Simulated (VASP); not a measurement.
A run of VASP 6.6.1 is set up as follows.

File INCAR:

```
SYSTEM = Ni
ALGO = Normal ; EDIFF = 1E-7
ENCUT = 520 ; GGA = PE
ISIF = 2 ; ISMEAR = -1
ISPIN = 2 ; LASPH = .True.
LCHARG = .True. ; LELF = .True.
LMAXMIX = 4 ; LORBIT = 11
LREAL = .False. ; LVHAR = .True.
LWAVE = .False. ; MAGMOM = 0.582 0.582
NBANDS = 21 ; NELM = 150
PREC = Accurate ; SIGMA = 0.05
```

KPOINTS

```
k-points
0
Gamma
  13 13 13
  0 0 0
```

File POSCAR:

```
Ni
1.0
    2.8651724229      0.0000000000      0.0000000000
    0.0000000000      2.8651724229      0.0000000000
    0.0000000000      0.0000000000      2.8651724229
Ni
2
Direct
    0.0000000000      0.0000000000      0.0000000000
    0.5000000000      0.5000000000      0.5000000000
```

Potentials or basis: VASP PAW PBE potentials, release 64 (Ni).

The run is started by

```sh
$ cat potpaw_PBE.64/Ni/POTCAR > POTCAR
$ mpirun -np 1 vasp_std > vasp.out
```

Predict the pressure.

-10.9 GPa.

Predict the site moments.

Ni +0.60 μB.
